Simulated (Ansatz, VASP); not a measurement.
# CaTl2IrF6: VASP beside Ansatz

```
Ir F Tl Ca
1.0
     0.00000    4.25667    4.25667
     4.25667    0.00000    4.25667
     4.25667    4.25667    0.00000
Ir F Tl Ca
1 6 2 1
Direct
  0.50000 0.50000 0.50000
  0.73260 0.26740 0.26740
  0.26740 0.73260 0.26740
  0.26740 0.73260 0.73260
  0.73260 0.26740 0.73260
  0.26740 0.26740 0.73260
  0.73260 0.73260 0.26740
  0.25000 0.25000 0.25000
  0.75000 0.75000 0.75000
  0.00000 0.00000 0.00000
```

Alike in both runs: task single point; functional r2SCAN; k mesh 4 × 4 × 4; no spin polarisation.

|  | VASP | Ansatz |
| --- | --- | --- |
| version | VASP 6.6.1 | Ansatz 0.2.0 |
| potentials or method | VASP PAW PBE potentials, release 64 (Ir, F, Tl_d, Ca_sv), cutoff 520 eV | PAW plane waves |
| occupations | fermi-dirac, width 0.1 eV | fermi-dirac |
| valence electrons in the cell | 87 | 95 |

Ansatz gave:

```
gap on the k mesh at the Fermi level (eV) : none
pressure (GPa)                            : 7.9
rms of the force components (eV/Å)        : 0.640
```

Q: Estimate VASP's values.

A: gap on the k mesh at the Fermi level (eV): none; pressure (GPa): 8.9; rms of the force components (eV/Å): 0.736.

VASP's potentials were made for PBE, not for r2SCAN. Atom by atom the forces differ by 0.096 eV/Å (rms over components). A gap of «none» marks a metal or a gap that the smearing closes. VASP's potentials hold 87 valence electrons a cell and Ansatz's 95, so a difference there can come from the potentials and not from the codes.

Neither program's run includes spin-orbit coupling.
